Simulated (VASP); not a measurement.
# Ba2Ir (P6/mmm) in VASP: a series of runs

Runs on Ba2Ir. Level: PBE. Tasks: relaxation of cell and atoms, single point.

Program: VASP 6.6.1. These are calculated values, not measurements. Logs are shortened: lines on timing, memory, paths and dates and some standing lists are left out, and cuts for length are marked.

## 1. The cell of the first run

Symmetry: P6/mmm, No. 191, hexagonal system. Conventional cell: a = 5.377 Å, b = 5.377 Å, c = 3.368 Å, α = 90.00°, β = 90.00°, γ = 120.00°. Within 4.1 Å of Ba (site symmetry -6m2) lie 5 Ba at 3.10 to 3.37 Å and 6 Ir at 3.53 Å. Ir (site symmetry 6/mmm) has 2 Ir at 3.37 Å and 12 Ba at 3.53 Å within 4.4 Å.

## 2. Relaxation of cell and atoms, PBE

File INCAR:

```
PREC = Accurate ; ENCUT = 600
EDIFF = 1E-6 ; ISMEAR = 0
SIGMA = 0.1 ; LREAL = False
LASPH = True ; NELM = 60
ALGO = Fast ; ISIF = 3
LWAVE = False ; LCHARG = False
GGA = PE ; IBRION = 2
NSW = 90 ; EDIFFG = -0.04
```

File KPOINTS:

```
regular mesh
0
Gamma
  6 6 6
```

File POSCAR:

```
Ba2Ir
1.0
    5.3773439056      0.0000000000      0.0000000000
   -2.6886719528      4.6569164272      0.0000000000
    0.0000000000      0.0000000000      3.3679787218
Ba Ir
2 1
Direct
    0.3333333333      0.6666666667      0.5000000000
    0.6666666667      0.3333333333      0.5000000000
    0.0000000000      0.0000000000      0.0000000000
```

Potentials or basis: VASP PAW PBE potentials, release 64 (Ba_sv, Ir).

Launch:

```sh
$ cat potpaw_PBE.64/Ba_sv/POTCAR potpaw_PBE.64/Ir/POTCAR > POTCAR
$ mpirun -np 1 vasp_std > vasp.out
```

OUTCAR:

```text
PREC = Accurate
   ENCUT = 600
   EDIFF = 1E-6
   ISMEAR = 0
   LREAL = False
   LASPH = True
   NELM = 60
   ISIF = 3
   GGA = PE
   IBRION = 2
   NSW = 90
   EDIFFG = -0.04

 ion  position               nearest neighbor table
   1  0.333  0.667  0.500-   2 3.10   2 3.10   2 3.10   3 3.53   3 3.53   3 3.53   3 3.53   3 3.53
                             3 3.53   2 4.58   2 4.58   2 4.58   2 4.58   2 4.58   2 4.58
   2  0.667  0.333  0.500-   1 3.10   1 3.10   1 3.10   3 3.53   3 3.53   3 3.53   3 3.53   3 3.53
                             3 3.53   1 4.58   1 4.58   1 4.58   1 4.58   1 4.58   1 4.58
   3  0.000  0.000  0.000-   1 3.53   2 3.53   1 3.53   2 3.53   2 3.53   2 3.53   1 3.53   1 3.53
                             2 3.53   2 3.53   1 3.53   1 3.53

  LATTYP: Found a hexagonal cell.
 ALAT       =     5.3773439056
 C/A-ratio  =     0.6263275663

  Lattice vectors:

 A1 = (   5.3773439056,   0.0000000000,   0.0000000000)
 A2 = (  -2.6886719528,   4.6569164272,   0.0000000000)
 A3 = (   0.0000000000,   0.0000000000,   3.3679787218)

Analysis of symmetry for initial positions (statically):
=====================================================================
 Subroutine PRICEL returns:
 Original cell was already a primitive cell.

 Routine SETGRP: Setting up the symmetry group for a
 hexagonal supercell.

 Subroutine GETGRP returns: Found 24 space group operations
 (whereof 24 operations were pure point group operations)
 out of a pool of 24 trial point group operations.

The static configuration has the point symmetry D_6h.

Analysis of symmetry for dynamics (positions and initial velocities):
=====================================================================
 Subroutine PRICEL returns:
 Original cell was already a primitive cell.

 Routine SETGRP: Setting up the symmetry group for a
 hexagonal supercell.

 Subroutine GETGRP returns: Found 24 space group operations
 (whereof 24 operations were pure point group operations)
 out of a pool of 24 trial point group operations.

The dynamic configuration has the point symmetry D_6h.

 Subroutine INISYM returns: Found 24 space group operations
 (whereof 24 operations are pure point group operations),
 and found     1 'primitive' translations

----------------------------------------------------------------------------------------

                                     Primitive cell

  volume of cell :      84.3404

  direct lattice vectors                    reciprocal lattice vectors
     5.377343906  0.000000000  0.000000000     0.185965417  0.107367183  0.000000000
    -2.688671953  4.656916427  0.000000000     0.000000000  0.214734367  0.000000000
     0.000000000  0.000000000  3.367978722     0.000000000  0.000000000  0.296913990

  length of vectors
     5.377343906  5.377343906  3.367978722     0.214734367  0.214734367  0.296913990

  position of ions in fractional coordinates (direct lattice)
     0.333333333  0.666666667  0.500000000
     0.666666667  0.333333333  0.500000000
     0.000000000  0.000000000  0.000000000

  ion indices of the primitive-cell ions
   primitive index   ion index
                 1           1
                 2           2
                 3           3

----------------------------------------------------------------------------------------

 KPOINTS: regular mesh

Automatic generation of k-mesh.
 Grid dimensions read from file:
 generate k-points for:    6    6    6

 Generating k-lattice:

  Cartesian coordinates                     Fractional coordinates (reciprocal lattice)
     0.030994236  0.017894531  0.000000000     0.166666667  0.000000000  0.000000000
     0.000000000  0.035789061  0.000000000     0.000000000  0.166666667  0.000000000
     0.000000000  0.000000000  0.049485665     0.000000000  0.000000000  0.166666667

  Length of vectors
     0.035789061  0.035789061  0.049485665

  Shift w.r.t. Gamma in fractional coordinates (k-lattice)
     0.000000000  0.000000000  0.000000000

 Subroutine IBZKPT returns following result:
 ===========================================

 Found     28 irreducible k-points:

 Following reciprocal coordinates:
            Coordinates               Weight
  0.000000  0.000000  0.000000      1.000000
  0.166667  0.000000  0.000000      6.000000
  0.333333  0.000000  0.000000      6.000000
  0.500000  0.000000  0.000000      3.000000
  0.166667  0.166667  0.000000      6.000000
  0.333333  0.166667  0.000000     12.000000
[... 16 lines left out ...]
  0.166667  0.000000  0.500000      6.000000
  0.333333  0.000000  0.500000      6.000000
 [... further k-points ...]
   k-points           NKPTS =     28   k-points in BZ     NKDIM =     28   number of bands    NBANDS=     18
   number of dos      NEDOS =    301   number of ions     NIONS =      3
   total plane-waves  NPLWV =  64512
   dimension x,y,z NGX =    48 NGY =   48 NGZ =   28
   dimension x,y,z NGXF=    96 NGYF=   96 NGZF=   56
   ions per type =               2   1
   NGX,Y,Z   is equivalent  to a cutoff of  14.84, 14.84, 13.82 a.u.
   NGXF,Y,Z  is equivalent  to a cutoff of  29.68, 29.68, 27.64 a.u.
 SYSTEM =  unknown system
   PREC   = accura    normal or accurate (medium, high low for compatibility)
   ISTART =      0    job   : 0-new  1-cont  2-samecut
   ICHARG =      2    charge: 1-file 2-atom 10-const
   ISPIN  =      1    spin polarized calculation?
   LNONCOLLINEAR =      F non collinear calculations
   LSORBIT =      F    spin-orbit coupling
   LASPH  =      T    aspherical Exc in radial PAW
   ENCUT  =  600.0 eV  44.10 Ry    6.64 a.u.  10.74 10.74  6.73*2*pi/ulx,y,z
   NELM   =     60;   NELMIN=  2; NELMDL= -5     # of ELM steps
   EDIFF  = 0.1E-05   stopping-criterion for ELM
   LREAL  =      F    real-space projection
   EDIFFG = -.4E-01   stopping-criterion for IOM
   NSW    =     90    number of steps for IOM
   IBRION =      2    ionic relax: 0-MD 1-quasi-New 2-CG
   NFREE  =      1    steps in history (QN), initial steepest desc. (CG)
   ISIF   =      3    stress and relaxation
   ISYM   =      2    0-nonsym 1-usesym 2-fastsym
   POTIM  = 0.5000    time-step for ionic-motion
   TEBEG  =    0.0;   TEEND  =   0.0 temperature during run
   PSTRESS=    0.0 pullay stress
   NELECT =      29.0000    total number of electrons
   NUPDOWN=      -1.0000    fix difference up-down
   EMIN   =  10.00;   EMAX   =-10.00  energy-range for DOS
   EFERMI =   0.00;   METHOD = LEGACY
   ISMEAR =     0;   SIGMA  =   0.10  broadening in eV -4-tet -1-fermi 0-gaus
   EFERMI_NEDOS =   21; number of points for ismear=-14 and -15
   IALGO  =     68    algorithm
   IMIX   =      4    mixing-type and parameters
     AMIX     =   0.40;   BMIX     =  1.00
     AMIX_MAG =   1.60;   BMIX_MAG =  1.00
  volume/ion in A,a.u.               =      28.11       189.72
  Fermi-wavevector in a.u.,A,eV,Ry     =   1.146909  2.167344 17.897107  1.315400
  Thomas-Fermi vector in A             =   2.283591
   LORBIT       =      0    0 simple, 1 ext, 2 COOP (PROOUT), +10 PAW based schemes
   GGA     = PE    functional components
   LHFCALC =     F    Hartree Fock is set to
   AEXX    =    0.0000 exact exchange contribution
   IVDW    =     0    specifies the selected vdW correction
   LEPSILON=     F    determine dielectric tensor
   LRPA    =     F    only Hartree local field effects (RPA)
 conjugate gradient relaxation of ions
 non-spin polarized calculation
 RMM-DIIS sequential band-by-band and
 Gauss-broadening in eV      SIGMA  =   0.10
  energy-cutoff  :      600.00
  volume of cell :       84.34
 maximum number of plane-waves:      2836
 NGX is ok and might be reduce to    48
   NGX = 21   NGY = 21   NGZ = 13

--------------------------------------- Ionic step        1  -------------------------------------------

 number of electron      28.9999999 magnetization

 Free energy of the ion-electron system (eV)
  ---------------------------------------------------
  ext. energy  EPLUGINS =         0.00000000
  ---------------------------------------------------
  free energy    TOTEN  =       -11.04838295 eV

  energy without entropy =      -11.03777012  energy(sigma->0) =      -11.04307654

------------------------ aborting loop because EDIFF is reached ----------------------------------------

  FORCE on cell =-STRESS in cart. coord.  units (eV):
  Direction    XX          YY          ZZ          XY          YZ          ZX
  --------------------------------------------------------------------------------------
  -------------------------------------------------------------------------------------
  Total        1.4861506      1.4861506      0.3627834     -0.0000000      0.0000000      0.0000000
  in kB       28.2317514     28.2317514      6.8916368     -0.0000000      0.0000000      0.0000000
  external PRESSURE =      21.1183799 kB  Pullay stress =       0.0000000 kB
[... 59 lines left out ...]
  energy  without entropy=      -11.0569817289  energy(sigma->0) =      -11.06344310

--------------------------------------- Ionic step        3  -------------------------------------------

 number of electron      29.0000000 magnetization

 Free energy of the ion-electron system (eV)
  ---------------------------------------------------
  ext. energy  EPLUGINS =         0.00000000
  ---------------------------------------------------
  free energy    TOTEN  =       -11.07358634 eV

  energy without entropy =      -11.06163997  energy(sigma->0) =      -11.06761316

 E-fermi :   4.5550     XC(G=0): -10.1956

 val. band max:        4.5337174149   @ k =   0.1667   0.0000   0.0000
 cond. band min:       4.5680032480   @ k =   0.1667   0.0000   0.5000
 fundamental gap:      0.0342858330
 Fermi energy:         4.5549835218

 k-point     1 :       0.0000    0.0000    0.0000
  band No.  band energies     occupation
      1     -24.4962      2.00000
      2     -23.6461      2.00000
      3     -10.5429      2.00000
      4     -10.5429      2.00000
      5      -8.4689      2.00000
      6      -8.3635      2.00000
[... 10 lines left out ...]
     17       5.2238      0.00000
     18       6.0471      0.00000
[... 466 lines left out ...]
      2     -23.5447      2.00000
      3     -10.6427      2.00000
      4     -10.3231      2.00000
      5     -10.0983      2.00000
      6      -9.8414      2.00000
[... 10 lines left out ...]
     17       5.7371      0.00000
     18       7.2457      0.00000

 [... further k-points ...]
[... 5 lines left out ...]
  --------------------------------------------------------------------------------------
  -------------------------------------------------------------------------------------
  Total        0.0038839      0.0038839      0.0429820     -0.0000000     -0.0000000     -0.0000000
  in kB        0.0710367      0.0710367      0.7861387     -0.0000000     -0.0000000     -0.0000000
  external PRESSURE =       0.3094041 kB  Pullay stress =       0.0000000 kB
[... 18 lines left out ...]
  FREE ENERGIE OF THE ION-ELECTRON SYSTEM (eV)
  ---------------------------------------------------
  free  energy   TOTEN  =       -11.0735863423 eV

  energy  without entropy=      -11.0616399683  energy(sigma->0) =      -11.06761316

 reached required accuracy - stopping structural energy minimisation
```

Run time: 5.2 min. Hardware: 1 thread of Oxide Virtual Turin-like, shared host; peak memory 0.24 GiB.

Results:

```
Free energy                           : -11.0736 eV
Relaxed volume                        : 29.20 Å³/atom
Relaxed cell                          : a = 5.469 Å, b = 5.469 Å, c = 3.382 Å, α = 90.00°, β = 90.00°, γ = 120.00°
Space group after relaxing (to 0.1 Å) : P6/mmm (No. 191)
Energy gained by relaxing             : 8.4 meV/atom
Ionic steps                           : 3
Pressure after relaxing               : 0.0 GPa
Band gap on the k mesh                : zero (an odd number of electrons rules out a gap without spin polarisation)
```

Step by step:
| step | energy change (eV) | largest force (eV/Å) | pressure (GPa) | volume (Å³) |
| --- | --- | --- | --- | --- |
| 1 | 0.0000 | 0.0000 | 2.11 | 84.34 |
| 2 | -0.0215 | 0.0000 | -0.69 | 88.94 |
| 3 | -0.0252 | 0.0000 | 0.03 | 87.60 |

Final structure:
```
CELL_PARAMETERS angstrom
5.46888 0.00000 0.00000
-2.73444 4.73619 0.00000
0.00000 0.00000 3.38197
ATOMIC_POSITIONS crystal
Ba 0.33333 0.66667 0.50000
Ba 0.66667 0.33333 0.50000
Ir 0.00000 0.00000 0.00000
```

Levels at points of the mesh, in eV from the Fermi level:
```
           k point  band 12  band 13  band 14  band 15  band 16  band 17
(0.00, 0.00, 0.00)    -1.25    -0.70    -0.70     0.20     0.67     0.67
(0.50, 0.00, 0.00)    -1.39    -0.95    -0.78    -0.61     0.07     1.03
(0.00, 0.00, 0.50)    -1.94    -1.48    -0.46     1.18     1.18     1.23
(0.50, 0.00, 0.50)    -1.78    -1.41    -1.16    -0.12     0.75     0.87
```

Caveat: spin-orbit coupling is left out, which moves the levels of the heavy elements.

## 3. Single point, PBE

This run uses another cell than the first one, of 28.35 Å³/atom.

File INCAR:

```
ALGO = Fast
EDIFF = 1E-6
ENCUT = 520
GGA = PE
ISIF = 2
ISMEAR = 0
LASPH = T
LCHARG = F
LREAL = F
LWAVE = F
NBANDS = 22
NELM = 80
PREC = Accurate
SIGMA = 0.1
```

File KPOINTS:

```
k-points
0
Gamma
  12 12 14
```

File POSCAR:

```
Ba2Ir
1.0
    5.3848702656      0.0000000000      0.0000000000
   -2.6924351328      4.6634344461      0.0000000000
    0.0000000000      0.0000000000      3.3867146943
Ba Ir
2 1
Direct
    0.3333333333      0.6666666667      0.5000000000
    0.6666666667      0.3333333333      0.5000000000
    0.0000000000      0.0000000000      0.0000000000
```

Potentials or basis: VASP PAW PBE potentials, release 64 (Ba_sv, Ir).

Launch:

```sh
$ cat potpaw_PBE.64/Ba_sv/POTCAR potpaw_PBE.64/Ir/POTCAR > POTCAR
$ mpirun -np 1 vasp_std > vasp.out
```

It took 5.7 min on 1 thread of Oxide Virtual Turin-like, shared host; peak memory 0.38 GiB.

Results (log left out):

- Free energy: -11.0457 eV
- Pressure: 2.1 GPa
- Band gap on the k mesh: zero (an odd number of electrons rules out a gap without spin polarisation)

Stress tensor (GPa, compression positive):
```
2.33 0.00 0.00
0.00 2.33 0.00
0.00 0.00 1.62
```

Levels at points of the mesh, in eV from the Fermi level:
```
           k point  band 11  band 12  band 13  band 14  band 15  band 16  band 17  band 18
(0.00, 0.00, 0.00)    -1.18    -1.18    -0.65    -0.65     0.37     0.88     0.88     1.72
(0.50, 0.00, 0.00)    -1.70    -1.32    -0.85    -0.75    -0.54     0.15     1.28     1.31
(0.00, 0.00, 0.50)    -1.85    -1.85    -1.38    -0.37     1.31     1.31     1.43     1.43
(0.50, 0.00, 0.50)    -1.87    -1.74    -1.38    -1.10    -0.11     0.85     1.05     2.64
```

Caveat: spin-orbit coupling is left out, which moves the levels of the heavy elements.

The gap in the log of VASP goes by the Fermi energy; the results here count the filled bands.